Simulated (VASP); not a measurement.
Runs of VASP 6.6.1 on Cl. The structure is that of space group Pm-3m (No. 221), or close to it. The cells are those of the table. 

| task | cell | smearing | gap on the mesh (eV) | pressure (GPa) |
| --- | --- | --- | --- | --- |
| single point | a = 2.179 Å, 1 atom | tetrahedron | none | 163.0 |
| single point | a = 2.179 Å, 1 atom | fermi-dirac 0.08 eV | none | (a) |
| relaxation of cell and atoms | relaxed from a = 2.875 Å, 1 atom | fermi-dirac 0.08 eV | none | 0.0 |
| single point | a = 2.746 Å, 1 atom | fermi-dirac 0.08 eV | none | (b) |
| single point | a = 2.415 Å, 1 atom | fermi-dirac 0.08 eV | none | 51.6 |
| single point | a = 2.631 Å, 1 atom | fermi-dirac 0.08 eV | none | 9.4 |

Alike in all rows: level LDA; potentials or basis VASP PAW LDA potentials, release 64 (Cl); no spin polarisation; k mesh 15 × 15 × 15; cutoff (eV) 500.

Problem. Estimate the missing entries.

Solution. (a) 158.6; (b) -0.1.

Caveats: an odd number of electrons without spin polarisation forces a metal; a magnetic or distorted state may lie lower; the cell stands under pressure (at least some runs).

A gap of «none» marks levels without a gap at the run's occupations.
